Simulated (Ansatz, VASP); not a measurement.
**Zn in VASP and in Ansatz**

```
Zn
1.0
     2.83946   -1.63937   -4.34878
    -2.83946   -1.63937   -4.34878
     0.00000    3.27873   -4.34878
Zn
8
Direct
  0.50000 0.50000 0.50000
  0.50000 0.50000 0.00000
  0.00000 0.50000 0.50000
  0.00000 0.50000 0.00000
  0.50000 0.00000 0.50000
  0.50000 0.00000 0.00000
  0.00000 0.00000 0.50000
  0.00000 0.00000 0.00000
```

Alike in both runs: task relaxation of cell and atoms; functional PBE; k mesh 6 × 6 × 6; occupations gaussian, width 0.1 eV; no spin polarisation.

|  | VASP | Ansatz |
| --- | --- | --- |
| version | VASP 6.6.1 | Ansatz 0.2.0 |
| potentials or method | VASP PAW PBE potentials, release 64 (Zn), cutoff 600 eV | scalar-relativistic, plane waves, PAW |
| valence electrons in the cell | 96 | 96 |

Ansatz gave:

- gap on the k mesh at the Fermi level, each at its own relaxed structure (eV): none
- relaxed volume (Å³/atom): 15.33
- relaxed length of the cell vector where the two differ most in proportion (Å): 5.382

Q: Estimate VASP's values.

A: gap on the k mesh at the Fermi level, each at its own relaxed structure (eV): none; relaxed volume (Å³/atom): 15.39; relaxed length of the cell vector where the two differ most in proportion (Å): 5.389.

A gap of «none» marks a metal or a gap that the smearing closes.
